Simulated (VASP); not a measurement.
## Bi: single point with LDA

Crystal: Bi.

```xyz
2
Lattice="2.2452 1.2962 3.8388 -2.2452 1.2962 3.8388 0.0000 -2.5925 3.8388" Properties=species:S:1:pos:R:3 pbc="T T T"
Bi    0.0000    0.0000    2.7307
Bi    0.0000    0.0000    8.7858
```

| Quantity | Value |
| --- | --- |
| Program | VASP 6.6.1 |
| Task | single point |
| Functional | LDA |
| Potentials or basis | VASP PAW LDA potentials, release 64 (Bi_d) |
| Cutoff | 520 eV |
| k mesh | 9 × 9 × 9 |
| Occupations | methfessel-paxton, width 1 eV |
| Spin | no spin polarisation |
| Dipole correction | no |
| Further INCAR settings | ALGO = Normal; EDIFF = 1e-06; NBANDS = 22 |

```
Pressure               : -0.1 GPa
Largest force          : 0.097 eV/Å
Band gap on the k mesh : zero (bands 15 and 16 overlap by 0.03 eV)
```

Forces in eV/Å, atoms in the order of the input:
```
Bi   0.000  0.000  0.097
Bi   0.000  0.000 -0.097
```

Levels at points of the mesh, in eV from the Fermi level:
```
           k point  band 11  band 12  band 13  band 14  band 15  band 16  band 17  band 18  band 19  band 20
(0.00, 0.00, 0.00)   -13.40    -7.33    -1.58    -1.33    -1.33     2.76     3.06     3.06     5.53     5.69
```

Wall time 95 s on 1 thread of Intel Xeon 8259CL, on a shared host, peak memory 0.23 GiB.

Caveat: so wide a smearing shifts energies and pressures; spin-orbit coupling is left out, which moves the levels of the heavy elements.
